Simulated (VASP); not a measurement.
Write the native input for VASP 6.6.1 that does the following.

| Quantity | Value |
| --- | --- |
| Task | single point |
| Functional | PBE |
| Potentials or basis | VASP PAW PBE potentials, release 64 (Sn_d, O) |
| Cutoff | 520 eV |
| k mesh | 8 × 8 × 8 |
| Occupations | fermi-dirac, width 0.02 eV |
| Spin | no spin polarisation |
| Dipole correction | no |
| Further INCAR settings | ALGO = Normal; EDIFF = 1e-06; NBANDS = 20 |

The structure of SnO2 lies in POSCAR:

```
SnO2
1.0
    0.0000000000      2.5714689762      2.5259808189
    2.5714689762      0.0000000000      2.5259808189
    2.5714689762      2.5714689762      0.0000000000
Sn O
1 2
Direct
    0.0000000000      0.0000000000      0.0000000000
    0.2500000000      0.2500000000      0.2500000000
    0.7500000000      0.7500000000      0.7500000000
```

This cell differs from its parent crystal: epitaxial xy strain +1.5%.

One way to write it, as run:

INCAR

```
SYSTEM = SnO2
  ALGO = Normal
  EDIFF = 1E-6
  ENCUT = 520
  GGA = PE
  ISIF = 2
  ISMEAR = -1
  LASPH = .TRUE.
  LCHARG = .FALSE.
  LREAL = .FALSE.
  LWAVE = .FALSE.
  NBANDS = 20
  NELM = 60
  PREC = Accurate
  SIGMA = 0.02
```

KPOINTS

```
k-points
0
G
  8 8 8
  0 0 0
```

Potentials or basis: VASP PAW PBE potentials, release 64 (Sn_d, O).

Command:

```bash
$ cat potpaw_PBE.64/Sn_d/POTCAR potpaw_PBE.64/O/POTCAR > POTCAR
$ mpirun -np 1 vasp_std > vasp.out
```

Results of the run:

```yaml
Pressure: 4.3 GPa
Band_gap_on_the_k_mesh: zero (band 13 reaches 7.71 eV, above the bottom of band 14 at 7.66 eV)
```

Caveat: the cell differs from its parent crystal (epitaxial xy strain +1.5%); spin-orbit coupling is left out, which moves the levels of the heavy elements.

It took 29 s on 1 thread of Intel(R) Xeon(R) Platinum 8375C CPU @ 2.90GHz (Ice Lake), on a shared host, peak memory 0.17 GiB.
